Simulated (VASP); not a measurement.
Set up this calculation in VASP 6.6.1, as the native input.

| Property | Result |
| --- | --- |
| Task | single point |
| Functional | PBE |
| Potentials or basis | VASP PAW PBE potentials, release 64 (Sn_d) |
| Cutoff | 520 eV |
| k mesh | 14 × 14 × 14 |
| Occupations | gaussian, width 0.1 eV |
| Spin | no spin polarisation |
| Dipole correction | no |
| Further INCAR settings | ALGO = Normal; EDIFF = 1e-07; NBANDS = 13 |

The structure of Sn lies in POSCAR:

```
Sn
1.0
   -1.8602828352      1.8872626771      1.8756484615
    1.9360689080     -1.8560767082      1.9202485653
    1.8232992317      1.8190931047     -1.8444624925
Sn
1
Direct
    0.0000000000      0.0000000000      0.0000000000
```

This cell differs from its parent crystal: the cell strained at random.

These files were run (other wordings do the same):

INCAR

```
PREC = Accurate
ENCUT = 520
EDIFF = 1E-7
ISMEAR = 0
SIGMA = 0.1
LREAL = False
LASPH = True
NELM = 100
ALGO = Normal
ISIF = 2
LWAVE = False
LCHARG = False
GGA = PE
NBANDS = 13
```

KPOINTS

```
regular mesh
0
Gamma
  14 14 14
```

Potentials or basis: VASP PAW PBE potentials, release 64 (Sn_d).

Command:

```bash
$ cat potpaw_PBE.64/Sn_d/POTCAR > POTCAR
$ mpirun -np 1 vasp_std > vasp.out
```

Results of the run:

```yaml
Pressure: 2.4 GPa
Band_gap_on_the_k_mesh: zero (bands 7 and 8 overlap by 10.26 eV)
```

Caveat: the cell differs from its parent crystal (the cell strained at random); spin-orbit coupling is left out, which moves the levels of the heavy elements.

Wall time 3 min on 1 thread of AMD EPYC 9R45 (Zen 5) (shared host), peak memory 0.48 GiB.
